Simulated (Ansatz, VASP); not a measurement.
## Sn in VASP and in Ansatz

```
CELL_PARAMETERS angstrom
5.33145 0.00000 0.00000
-2.66573 4.61717 0.00000
0.00000 0.00000 3.20502
ATOMIC_POSITIONS crystal
Sn 0.00000 0.00000 0.00000
Sn 0.33333 0.66667 0.50000
Sn 0.66667 0.33333 0.50000
```

Alike in both runs: functional PBEsol; k mesh 12 × 12 × 14; occupations gaussian, width 0.1 eV; no spin polarisation.

Ansatz relaxed the structure, and its values are those at the end. VASP's run is a single point on that final structure, the one shown.

|  | VASP | Ansatz |
| --- | --- | --- |
| version | VASP 6.6.1 | Ansatz 0.2.0 |
| potentials or method | VASP PAW PBE potentials, release 64 (Sn_d), cutoff 520 eV | scalar-relativistic, plane waves, PAW |
| valence electrons in the cell | 42 | 42 |

Ansatz gave:

| Quantity | Value |
| --- | --- |
| gap on the k mesh at the Fermi level (eV) | none |
| pressure (GPa) | 0.0 |

Question: What did VASP give for the same quantities?

Answer: gap on the k mesh at the Fermi level (eV): none; pressure (GPa): -0.1.

VASP's potentials were made for PBE, not for PBEsol. A gap of «none» marks a metal or a gap that the smearing closes. With one functional, cell and mesh, what is left measures potentials, basis and numerics.
